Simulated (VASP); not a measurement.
# Sn (Im-3m) in VASP: settings compared

The runs below take Sn through single point, with PBE, HSE06.

Everything below comes from runs of VASP 6.6.1. Logs are shortened: lines on timing, memory, paths and dates and some standing lists are left out, and cuts for length are marked.

### Step 1. The cell of the first run

Symmetry: Im-3m, No. 229, cubic system. The conventional cell has a = 3.807 Å, b = 3.807 Å, c = 3.807 Å, α = 90.00°, β = 90.00°, γ = 90.00°. Within 4.3 Å of Sn (site symmetry m-3m) lie 14 Sn at 3.30 to 3.81 Å.

This isn't the form of Sn at room conditions, which is tetragonal (white tin).

### Step 2. Single point, PBE

INCAR

```
SYSTEM = Sn
  PREC = Accurate
  ENCUT = 520
  EDIFF = 1E-7
  ISMEAR = -1
  SIGMA = 0.1
  LREAL = .FALSE.
  LASPH = .TRUE.
  NELM = 80
  ALGO = Normal
  ISIF = 2
  LWAVE = .FALSE.
  LCHARG = .FALSE.
  GGA = PE
  NBANDS = 13
```

KPOINTS

```
Automatic mesh
0
G
  6 6 6
  0 0 0
```

POSCAR

```
Sn
1.0
   -1.9035740488      1.9035740488      1.9035740488
    1.9035740488     -1.9035740488      1.9035740488
    1.9035740488      1.9035740488     -1.9035740488
Sn
1
Direct
    0.0000000000      0.0000000000      0.0000000000
```

Potentials or basis: VASP PAW PBE potentials, release 64 (Sn_d).

Run with:

```
cat potpaw_PBE.64/Sn_d/POTCAR > POTCAR
mpirun -np 1 vasp_std > vasp.out
```

OUTCAR:

```text
SYSTEM = Sn
   PREC = Accurate
   ENCUT = 520
   EDIFF = 1E-7
   ISMEAR = -1
   LREAL = .FALSE.
   LASPH = .TRUE.
   NELM = 80
   ISIF = 2
   GGA = PE

 ion  position               nearest neighbor table
   1  0.000  0.000  0.000-

  LATTYP: Found a body centered cubic cell.
 ALAT       =     3.8071480976

  Lattice vectors:

 A1 = (  -1.9035740488,   1.9035740488,   1.9035740488)
 A2 = (   1.9035740488,  -1.9035740488,   1.9035740488)
 A3 = (   1.9035740488,   1.9035740488,  -1.9035740488)

Analysis of symmetry for initial positions (statically):
=====================================================================
 Subroutine PRICEL returns:
 Original cell was already a primitive cell.

 Routine SETGRP: Setting up the symmetry group for a
 body centered cubic supercell.

 Subroutine GETGRP returns: Found 48 space group operations
 (whereof 48 operations were pure point group operations)
 out of a pool of 48 trial point group operations.

The static configuration has the point symmetry O_h .

Analysis of symmetry for dynamics (positions and initial velocities):
=====================================================================
 Subroutine PRICEL returns:
 Original cell was already a primitive cell.

 Routine SETGRP: Setting up the symmetry group for a
 body centered cubic supercell.

 Subroutine GETGRP returns: Found 48 space group operations
 (whereof 48 operations were pure point group operations)
 out of a pool of 48 trial point group operations.

The dynamic configuration has the point symmetry O_h .

 Subroutine INISYM returns: Found 48 space group operations
 (whereof 48 operations are pure point group operations),
 and found     1 'primitive' translations

----------------------------------------------------------------------------------------

                                     Primitive cell

  volume of cell :      27.5911

  direct lattice vectors                    reciprocal lattice vectors
    -1.903574049  1.903574049  1.903574049     0.000000000  0.262663804  0.262663804
     1.903574049 -1.903574049  1.903574049     0.262663804  0.000000000  0.262663804
     1.903574049  1.903574049 -1.903574049     0.262663804  0.262663804  0.000000000

  length of vectors
     3.297086968  3.297086968  3.297086968     0.371462713  0.371462713  0.371462713

  position of ions in fractional coordinates (direct lattice)
     0.000000000  0.000000000  0.000000000

  ion indices of the primitive-cell ions
   primitive index   ion index
                 1           1

----------------------------------------------------------------------------------------

 KPOINTS: Automatic mesh

Automatic generation of k-mesh.
 Grid dimensions read from file:
 generate k-points for:    6    6    6

 Generating k-lattice:

  Cartesian coordinates                     Fractional coordinates (reciprocal lattice)
     0.000000000  0.043777301  0.043777301     0.166666667  0.000000000  0.000000000
     0.043777301  0.000000000  0.043777301     0.000000000  0.166666667  0.000000000
     0.043777301  0.043777301  0.000000000     0.000000000  0.000000000  0.166666667

  Length of vectors
     0.061910452  0.061910452  0.061910452

  Shift w.r.t. Gamma in fractional coordinates (k-lattice)
     0.000000000  0.000000000  0.000000000

 Subroutine IBZKPT returns following result:
 ===========================================

 Found     16 irreducible k-points:

 Following reciprocal coordinates:
            Coordinates               Weight
  0.000000  0.000000  0.000000      1.000000
  0.166667  0.000000  0.000000     12.000000
  0.333333  0.000000  0.000000     12.000000
  0.500000  0.000000  0.000000      6.000000
  0.166667  0.166667  0.000000     24.000000
  0.333333  0.166667  0.000000     48.000000
[... 8 lines left out ...]
  0.500000  0.500000  0.333333     12.000000
  0.500000  0.500000  0.500000      1.000000
   k-points           NKPTS =     16   k-points in BZ     NKDIM =     16   number of bands    NBANDS=     13
   number of dos      NEDOS =    301   number of ions     NIONS =      1
   total plane-waves  NPLWV =  21952
   dimension x,y,z NGX =    28 NGY =   28 NGZ =   28
   dimension x,y,z NGXF=    56 NGYF=   56 NGZF=   56
   ions per type =               1
   NGX,Y,Z   is equivalent  to a cutoff of  14.12, 14.12, 14.12 a.u.
   NGXF,Y,Z  is equivalent  to a cutoff of  28.24, 28.24, 28.24 a.u.
 SYSTEM =  Sn
   PREC   = accura    normal or accurate (medium, high low for compatibility)
   ISTART =      0    job   : 0-new  1-cont  2-samecut
   ICHARG =      2    charge: 1-file 2-atom 10-const
   ISPIN  =      1    spin polarized calculation?
   LNONCOLLINEAR =      F non collinear calculations
   LSORBIT =      F    spin-orbit coupling
   LASPH  =      T    aspherical Exc in radial PAW
   ENCUT  =  520.0 eV  38.22 Ry    6.18 a.u.   6.13  6.13  6.13*2*pi/ulx,y,z
   NELM   =     80;   NELMIN=  2; NELMDL= -5     # of ELM steps
   EDIFF  = 0.1E-06   stopping-criterion for ELM
   LREAL  =      F    real-space projection
   EDIFFG = 0.1E-05   stopping-criterion for IOM
   NSW    =      0    number of steps for IOM
   IBRION =     -1    ionic relax: 0-MD 1-quasi-New 2-CG
   NFREE  =      0    steps in history (QN), initial steepest desc. (CG)
   ISIF   =      2    stress and relaxation
   ISYM   =      2    0-nonsym 1-usesym 2-fastsym
   POTIM  = 0.5000    time-step for ionic-motion
   TEBEG  =    0.0;   TEEND  =   0.0 temperature during run
   PSTRESS=    0.0 pullay stress
   NELECT =      14.0000    total number of electrons
   NUPDOWN=      -1.0000    fix difference up-down
   EMIN   =  10.00;   EMAX   =-10.00  energy-range for DOS
   EFERMI =   0.00;   METHOD = LEGACY
   ISMEAR =    -1;   SIGMA  =   0.10  broadening in eV -4-tet -1-fermi 0-gaus
   EFERMI_NEDOS =   21; number of points for ismear=-14 and -15
   IALGO  =     38    algorithm
   IMIX   =      4    mixing-type and parameters
     AMIX     =   0.40;   BMIX     =  1.00
     AMIX_MAG =   1.60;   BMIX_MAG =  1.00
  volume/ion in A,a.u.               =      27.59       186.19
  Fermi-wavevector in a.u.,A,eV,Ry     =   1.305753  2.467516 23.197814  1.704991
  Thomas-Fermi vector in A             =   2.436601
   LORBIT       =      0    0 simple, 1 ext, 2 COOP (PROOUT), +10 PAW based schemes
   GGA     = PE    functional components
   LHFCALC =     F    Hartree Fock is set to
   AEXX    =    0.0000 exact exchange contribution
   IVDW    =     0    specifies the selected vdW correction
   LEPSILON=     F    determine dielectric tensor
   LRPA    =     F    only Hartree local field effects (RPA)
 non-spin polarized calculation
  energy-cutoff  :      520.00
  volume of cell :       27.59
 maximum number of plane-waves:       767
 NGX is ok and might be reduce to    28
   NGX = 13   NGY = 13   NGZ = 13

 number of electron      13.9999996 magnetization

 Free energy of the ion-electron system (eV)
  ---------------------------------------------------
  ext. energy  EPLUGINS =         0.00000000
  ---------------------------------------------------
  free energy    TOTEN  =        -3.80600625 eV

  energy without entropy =       -3.79818181  energy(sigma->0) =       -3.80209403

 E-fermi :   8.0068     XC(G=0): -10.2974

 val. band max:        7.5135451762   @ k =   0.3333   0.1667   0.1667
 cond. band min:       8.1105369785   @ k =   0.5000   0.5000   0.3333
 fundamental gap:      0.5969918022
 Fermi energy:         8.0068098796

 k-point     1 :       0.0000    0.0000    0.0000
  band No.  band energies     occupation
      1     -13.6463      2.00000
      2     -13.6463      2.00000
      3     -13.6463      2.00000
      4     -13.5143      2.00000
      5     -13.5143      2.00000
      6      -3.0679      2.00000
      7      15.7407      0.00000
      8      15.7407      0.00000
      9      15.7407      0.00000
     10      19.9944      0.00000
     11      19.9944      0.00000
     12      19.9944      0.00000
     13      20.5319      0.00000

 k-point     2 :       0.1667    0.0000    0.0000
  band No.  band energies     occupation
      1     -13.6570      2.00000
      2     -13.6315      2.00000
      3     -13.5942      2.00000
      4     -13.5253      2.00000
      5     -13.5158      2.00000
      6      -2.4696      2.00000
      7      12.0022      0.00000
      8      14.0755      0.00000
      9      15.0260      0.00000
     10      17.5452      0.00000
     11      17.9155      0.00000
     12      19.6642      0.00000
     13      21.5834      0.00000

 k-point     3 :       0.3333    0.0000    0.0000
  band No.  band energies     occupation
      1     -13.6786      2.00000
      2     -13.6216      2.00000
      3     -13.5304      2.00000
      4     -13.5187      2.00000
      5     -13.4884      2.00000
      6      -0.6866      2.00000
      7       6.9279      1.99996
      8      12.1720      0.00000
      9      13.8038      0.00000
     10      16.2052      0.00000
     11      16.5563      0.00000
     12      21.0530      0.00000
     13      22.6962      0.00000

 k-point     4 :       0.5000    0.0000    0.0000
  band No.  band energies     occupation
      1     -13.6893      2.00000
      2     -13.6291      2.00000
      3     -13.5218      2.00000
      4     -13.5201      2.00000
      5     -13.4345      2.00000
      6       1.5142      2.00000
      7       3.5645      2.00000
      8      11.4659      0.00000
      9      13.2997      0.00000
     10      15.7807      0.00000
     11      16.1095      0.00000
     12      22.7471      0.00000
     13      23.7868      0.00000

 k-point     5 :       0.1667    0.1667    0.0000
  band No.  band energies     occupation
      1     -13.6576      2.00000
      2     -13.6237      2.00000
      3     -13.5362      2.00000
      4     -13.5271      2.00000
      5     -13.5150      2.00000
      6      -1.2763      2.00000
      7       9.1058      0.00003
      8      10.7924      0.00000
      9      13.3874      0.00000
     10      17.7619      0.00000
     11      18.2293      0.00000
     12      20.7109      0.00000
     13      22.3984      0.00000
[... 129 lines left out ...]
 k-point    14 :      -0.3333    0.3333    0.3333
  band No.  band energies     occupation
      1     -13.6255      2.00000
      2     -13.5944      2.00000
      3     -13.5138      2.00000
      4     -13.5138      2.00000
      5     -13.5018      2.00000
      6       1.6185      2.00000
      7       8.5999      0.00530
      8       8.7706      0.00096
      9       8.7706      0.00096
     10      12.7199      0.00000
     11      17.4892      0.00000
     12      23.5054      0.00000
     13      23.8002      0.00000

 k-point    15 :       0.5000    0.5000    0.3333
  band No.  band energies     occupation
      1     -13.6407      2.00000
      2     -13.6291      2.00000
      3     -13.5142      2.00000
      4     -13.4851      2.00000
      5     -13.4492      2.00000
      6       3.6101      2.00000
      7       5.8926      2.00000
      8       8.1105      0.52335
      9       9.3146      0.00000
     10      13.3361      0.00000
     11      14.3155      0.00000
     12      23.1003      0.00000
     13      24.0157      0.00000

 k-point    16 :       0.5000    0.5000    0.5000
  band No.  band energies     occupation
      1     -13.6642      2.00000
      2     -13.6642      2.00000
      3     -13.4541      2.00000
      4     -13.4541      2.00000
      5     -13.4541      2.00000
      6       5.3542      2.00000
      7       7.4501      1.99239
      8       7.4501      1.99239
      9       7.4501      1.99239
     10      11.7496      0.00000
     11      11.7496      0.00000
     12      26.0297      0.00000
     13      28.5554      0.00000

------------------------ aborting loop because EDIFF is reached ----------------------------------------

  FORCE on cell =-STRESS in cart. coord.  units (eV):
  Direction    XX          YY          ZZ          XY          YZ          ZX
  --------------------------------------------------------------------------------------
  -------------------------------------------------------------------------------------
  Total       -0.0080540     -0.0080540     -0.0080540     -0.0000000     -0.0000000      0.0000000
  in kB       -0.4676822     -0.4676822     -0.4676822     -0.0000000     -0.0000000      0.0000000
  external PRESSURE =      -0.4676822 kB  Pullay stress =       0.0000000 kB

 VOLUME and BASIS-vectors are now :
 -----------------------------------------------------------------------------
  energy-cutoff  :      520.00
  volume of cell :       27.59
      direct lattice vectors                 reciprocal lattice vectors
    -1.903574049  1.903574049  1.903574049     0.000000000  0.262663804  0.262663804
     1.903574049 -1.903574049  1.903574049     0.262663804  0.000000000  0.262663804
     1.903574049  1.903574049 -1.903574049     0.262663804  0.262663804  0.000000000

 POSITION                                       TOTAL-FORCE (eV/Angst)
 -----------------------------------------------------------------------------------
      0.00000      0.00000      0.00000        -0.000000     -0.000000      0.000000
 -----------------------------------------------------------------------------------
    total drift:                               -0.000000     -0.000000     -0.000000

  FREE ENERGIE OF THE ION-ELECTRON SYSTEM (eV)
  ---------------------------------------------------
  free  energy   TOTEN  =        -3.8060062453 eV

  energy  without entropy=       -3.7981818082  energy(sigma->0) =       -3.80209403
```

It took 3.9 s on 1 thread of Intel Xeon 6975P-C (Granite Rapids), shared host; peak memory 0.15 GiB.

What came out:

```yaml
Free_energy: -3.8060 eV
Pressure: 0.0 GPa
Band_gap_on_the_k_mesh: zero (bands 7 and 8 overlap by 10.24 eV)
```

Levels at points of the mesh, in eV from the Fermi level:
```tsv
k point	band 4	band 5	band 6	band 7	band 8	band 9	band 10	band 11
(0.00, 0.00, 0.00)	-21.52	-21.52	-11.07	7.73	7.73	7.73	11.99	11.99
(0.50, 0.00, 0.00)	-21.53	-21.44	-6.49	-4.44	3.46	5.29	7.77	8.10
(0.50, 0.50, 0.50)	-21.46	-21.46	-2.65	-0.56	-0.56	-0.56	3.74	3.74
```

Caveat: the k points lie up to 0.39 Å⁻¹ apart, too coarse for converged energies and pressures of a metal; spin-orbit coupling is left out, which moves the levels of the heavy elements.

### Step 3. Single point, HSE06

POSCAR is that of step 2.

INCAR.step1

```
SYSTEM = Sn
PREC = Accurate ; ENCUT = 520
EDIFF = 1E-5 ; ISMEAR = -1
SIGMA = 0.1 ; LREAL = .False.
LASPH = .True. ; NELM = 100
ALGO = Normal ; ISIF = 2
LWAVE = .True. ; LCHARG = .False.
NBANDS = 13 ; GGA = PE
```

INCAR.step2

```
SYSTEM = Sn
PREC = Accurate ; ENCUT = 520
EDIFF = 1E-7 ; ISMEAR = -1
SIGMA = 0.1 ; LREAL = .False.
LASPH = .True. ; NELM = 100
ALGO = Normal ; ISIF = 2
LWAVE = .False. ; LCHARG = .False.
GGA = PE ; LHFCALC = .True.
HFSCREEN = 0.2079 ; PRECFOCK = Normal
NBANDS = 13 ; ISTART = 1
```

KPOINTS

```
Automatic mesh
0
Gamma
  6 6 6
  0 0 0
```

Potentials or basis: VASP PAW PBE potentials, release 64 (Sn_d).

Run with:

```
cat potpaw_PBE.64/Sn_d/POTCAR > POTCAR
cp INCAR.step1 INCAR
mpirun -np 1 vasp_std > vasp.out
cp INCAR.step2 INCAR
mpirun -np 1 vasp_std > vasp.out
```

Run time: 13 min. Hardware: 1 thread of Intel Xeon 6975P-C (Granite Rapids), shared host; peak memory 0.26 GiB.

The run converged. Its results:

| Property | Result |
| --- | --- |
| Free energy | -4.3838 eV |
| Pressure | -1.6 GPa |
| Band gap on the k mesh | zero (bands 7 and 8 overlap by 11.45 eV) |

Levels at points of the mesh, in eV from the Fermi level:
| k point | band 4 | band 5 | band 6 | band 7 | band 8 | band 9 | band 10 | band 11 |
| --- | --- | --- | --- | --- | --- | --- | --- | --- |
| (0.00, 0.00, 0.00) | -23.89 | -23.89 | -12.48 | 8.58 | 8.58 | 8.58 | 12.76 | 12.76 |
| (0.50, 0.00, 0.00) | -23.89 | -23.81 | -7.25 | -5.09 | 3.92 | 5.90 | 8.35 | 8.63 |
| (0.50, 0.50, 0.50) | -23.83 | -23.83 | -2.73 | -0.64 | -0.64 | -0.64 | 3.98 | 3.98 |

Caveat: the k points lie up to 0.39 Å⁻¹ apart, too coarse for converged energies and pressures of a metal; the PAW data sets were made with another functional, which shifts forces and pressure a little; spin-orbit coupling is left out, which moves the levels of the heavy elements.
